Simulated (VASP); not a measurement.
Mg3Te: single point with PBE

Crystal: Mg3Te.

```
Mg Te
1.0
    -2.13936    2.13936    5.28249
     2.13936   -2.13936    5.28249
     2.13936    2.13936   -5.28249
Mg Te
3 1
Cartesian
  0.0000 0.0000 5.2825
  0.0000 2.1394 2.6412
  2.1394 0.0000 2.6412
  0.0000 0.0000 0.0000
```

```yaml
Program: VASP 6.6.1
Task: single point
Functional: PBE
Potentials_or_basis: VASP PAW PBE potentials, release 64 (Mg, Te)
Cutoff: 520 eV
k_mesh: 6 × 6 × 6
Occupations: gaussian, width 0.1 eV
Spin: no spin polarisation
Dipole_correction: no
Further_INCAR_settings: ALGO = Fast; EDIFF = 1e-06; NBANDS = 14
```

```json
{"Pressure": "0.0 GPa", "Band gap on the k mesh": "zero (band 6 reaches 5.02 eV, above the bottom of band 7 at 3.60 eV)"}
```

Stress tensor (GPa, compression positive):
```
0.00 0.00 0.00
0.00 0.00 0.00
0.00 0.00 0.14
```

Levels at points of the mesh, in eV from the Fermi level:
```
           k point  band 4  band 5  band 6  band 7  band 8  band 9
(0.00, 0.00, 0.00)   -2.61   -2.61    0.29    1.23    1.59    1.59
(0.50, 0.00, 0.00)   -3.04   -2.16    0.23    0.98    2.30    2.60
(0.50, 0.50, 0.00)   -3.57   -2.56   -1.52   -0.13    0.96    1.13
(0.50, 0.50, 0.50)   -2.81   -1.46    0.45    1.16    3.25    3.25
```

It took 56 s on 1 thread of Intel(R) Xeon(R) Platinum 8375C CPU @ 2.90GHz (Ice Lake), on a shared host, peak memory 0.32 GiB.

Caveat: spin-orbit coupling is left out, which moves the levels of the heavy elements.
